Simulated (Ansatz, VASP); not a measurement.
**AlN in VASP and in Ansatz**

Contents of POSCAR:

```
AlN
1.0
    0.0000000000      2.2016237539      2.2016237539
    2.2016237539      0.0000000000      2.2016237539
    2.2016237539      2.2016237539      0.0000000000
Al N
1 1
Direct
    0.0000000000      0.0000000000      0.0000000000
    0.7500000000      0.7500000000      0.7500000000
```

File INCAR.step1:

```
  PREC = Accurate
  ENCUT = 660
  ISMEAR = 0
  SIGMA = 0.02
  LREAL = False
  LASPH = True
  NELM = 120
  NBANDS = 11
  GGA = PE
  ALGO = Normal
  EDIFF = 1E-5
  LWAVE = True
  LCHARG = False
  GGA_COMPAT = False
```

INCAR.step2

```
  PREC = Accurate
  ENCUT = 660
  EDIFF = 1E-6
  ISMEAR = 0
  SIGMA = 0.02
  LREAL = False
  LASPH = True
  NELM = 120
  ALGO = Normal
  ISIF = 2
  LWAVE = False
  LCHARG = False
  METAGGA = R2SCAN
  LMIXTAU = True
  NBANDS = 11
  ISTART = 1
  GGA_COMPAT = False
```

KPOINTS

```
Automatic mesh
0
Gamma
  10 10 10
```

Input for Ansatz:

```yaml
crystal:
  lattice:
    - [0.0, 2.2016237539, 2.2016237539]
    - [2.2016237539, 0.0, 2.2016237539]
    - [2.2016237539, 2.2016237539, 0.0]
  atoms:
    - { symbol: Al, position: [0.0, 0.0, 0.0] }
    - { symbol: "N", position: [0.75, 0.75, 0.75] }
basis:
  ecutwfc: 500
kpoints:
  mp_grid: { grid: [10, 10, 10] }
hamiltonian:
  xc: r2scan
scf:
  occupations: { method: gaussian, width: 0.02 }
output:
  forces: true
  stress: true
  eigenvalues: true
```

Alike in both runs: task single point; functional r2SCAN; k mesh 10 × 10 × 10; occupations gaussian, width 0.02 eV; no spin polarisation.

|  | VASP | Ansatz |
| --- | --- | --- |
| version | VASP 6.6.1 | Ansatz 0.2.0 |
| potentials or method | VASP PAW PBE potentials, release 64 (Al, N), cutoff 660 eV | scalar-relativistic, plane waves, PAW |
| valence electrons in the cell | 8 | 8 |

Ansatz gave:

```
gap on the k mesh at the Fermi level (eV) : 3.92
least direct gap on the mesh (eV)         : 4.63
pressure (GPa)                            : -4.6
```

Q: Which values does VASP return?

A: gap on the k mesh at the Fermi level (eV): 3.92; least direct gap on the mesh (eV): 4.67; pressure (GPa): -5.0.

VASP's potentials were made for PBE, not for r2SCAN. With one functional, cell and mesh, what is left measures potentials, basis and numerics.
